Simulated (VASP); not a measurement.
Ta4GaTe4P4, 13 atoms in the cell. It takes space group F-43m (No. 216, cubic). Conventional cell: a = 10.190 Å, b = 10.190 Å, c = 10.190 Å, α = 90.00°, β = 90.00°, γ = 90.00°. Ta (site symmetry 3m) has 3 P at 2.45 Å and 3 Te at 2.75 Å and 3 Ta at 2.88 Å within 3.2 Å. Within 3.1 Å of Te (site symmetry 3m) lie 1 Ga at 2.38 Å and 3 Ta at 2.75 Å. Within 3.4 Å of P (site symmetry 3m) lie 3 Ta at 2.45 Å and 3 P at 3.31 Å. Ga (site symmetry -43m) has 4 Te at 2.38 Å within 3.1 Å. 

| Property | Result |
| --- | --- |
| Program | VASP 6.6.1 |
| Task | single point |
| Functional | r2SCAN |
| Potentials or basis | VASP PAW PBE potentials, release 64 (Ta_pv, Te, P, Ga_d) |
| Cutoff | 520 eV |
| k mesh | 6 × 6 × 6 |
| Occupations | fermi-dirac, width 0.1 eV |
| Spin | no spin polarisation |
| Dipole correction | no |
| Further INCAR settings | ALGO = Normal; EDIFF = 1e-06; NBANDS = 62 |

Potentials or basis: VASP PAW PBE potentials, release 64 (Ta_pv, Te, P, Ga_d).

Launch:

```bash
$ cat potpaw_PBE.64/Ta_pv/POTCAR potpaw_PBE.64/Te/POTCAR potpaw_PBE.64/P/POTCAR potpaw_PBE.64/Ga_d/POTCAR > POTCAR
$ cp INCAR.step1 INCAR
$ mpirun -np 1 vasp_std > vasp.out
$ cp INCAR.step2 INCAR
$ mpirun -np 1 vasp_std > vasp.out
```

Hardware: 1 thread of Intel(R) Xeon(R) 6975P-C (Granite Rapids) (shared host).

Estimate the wall time of this run.

Run time: 11 min on 1 thread of Intel(R) Xeon(R) 6975P-C (Granite Rapids), with other jobs on the host, peak memory 0.58 GiB. Counts: k points 16.
